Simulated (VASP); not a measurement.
# Si: single point with PBE

The system is Si.

```xyz
4
Lattice="0.0000 -2.7575 -2.7575 0.0000 2.7575 -2.7575 5.5149 0.0000 0.0000" Properties=species:S:1:pos:R:3 pbc="T T T"
Si    0.0000    0.0146   -2.7830
Si    2.7575   -0.0146    0.0255
Si    1.3787   -1.4043   -4.1216
Si    4.1362   -1.3532   -1.3934
```

This cell differs from its parent crystal: atoms displaced along a vibrational mode, the cell strained.

```yaml
Program: VASP 6.6.1
Task: single point
Functional: PBE
Potentials_or_basis: VASP PAW PBE potentials, release 64 (Si)
Cutoff: 520 eV
k_mesh: 8 × 8 × 6
Occupations: gaussian, width 0.05 eV
Spin: no spin polarisation
Dipole_correction: no
Further_INCAR_settings: ALGO = Normal; EDIFF = 1e-06; NBANDS = 16
```

The pressure is -2.2 GPa. The largest force is 0.071 eV/Å and the band gap on the k mesh is 0.66 eV.

Forces in eV/Å, atoms in the order of the input:
```
Si   0.006 -0.035  0.061
Si   0.006  0.035 -0.061
Si  -0.006  0.061 -0.035
Si  -0.006 -0.061  0.035
```

Levels at points of the mesh, in eV from the valence-band top:
```tsv
k point	band 6	band 7	band 8	band 9	band 10	band 11
(0.00, 0.00, 0.00)	-0.02	0.00	0.00	0.80	0.81	2.54
(0.50, 0.00, 0.00)	-3.58	-1.28	-1.28	2.41	2.41	4.69
(0.00, 0.50, 0.00)	-3.58	-1.27	-1.27	2.42	2.42	4.69
(0.50, 0.50, 0.00)	-2.73	-2.73	-2.73	0.79	0.79	0.79
(0.00, 0.00, 0.50)	-1.81	-1.80	-1.80	1.17	1.17	3.12
(0.50, 0.00, 0.50)	-1.16	-1.16	-1.16	1.37	1.37	3.35
(0.00, 0.50, 0.50)	-1.16	-1.16	-1.16	1.37	1.37	3.35
(0.50, 0.50, 0.50)	-3.66	-3.66	-3.66	4.26	4.26	4.26
```

Run time: 39 s on 1 thread of Intel(R) Xeon(R) 6975P-C (Granite Rapids), with other jobs on the host, peak memory 0.23 GiB.

Caveat: the cell differs from its parent crystal (atoms displaced along a vibrational mode, the cell strained). A k mesh can miss the band edges.
